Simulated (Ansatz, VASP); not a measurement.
**One calculation of Tl, two programs**

```
Tl
1.0
     0.00000    3.80717    3.80717
     3.80717    0.00000    3.80717
     3.80717    3.80717    0.00000
Tl
2
Cartesian
  0.9518 0.9518 0.9518
  6.6626 6.6626 6.6626
```

Alike in both runs: task single point; functional RPBE; k mesh 9 × 9 × 9; occupations fermi-dirac, width 0.1 eV; no spin polarisation.

|  | VASP | Ansatz |
| --- | --- | --- |
| version | VASP 6.6.1 | Ansatz 0.2.0 |
| potentials or method | VASP PAW PBE potentials, release 64 (Tl_d), cutoff 520 eV | plane waves (420 eV) with PAW, scalar-relativistic |
| valence electrons in the cell | 26 | 26 |

|  | VASP | Ansatz | Ansatz less VASP |
| --- | --- | --- | --- |
| pressure (GPa) | -0.8 | -0.8 | +0.04 |

VASP's potentials were made for PBE, not for RPBE.

Spin-orbit coupling is off throughout.
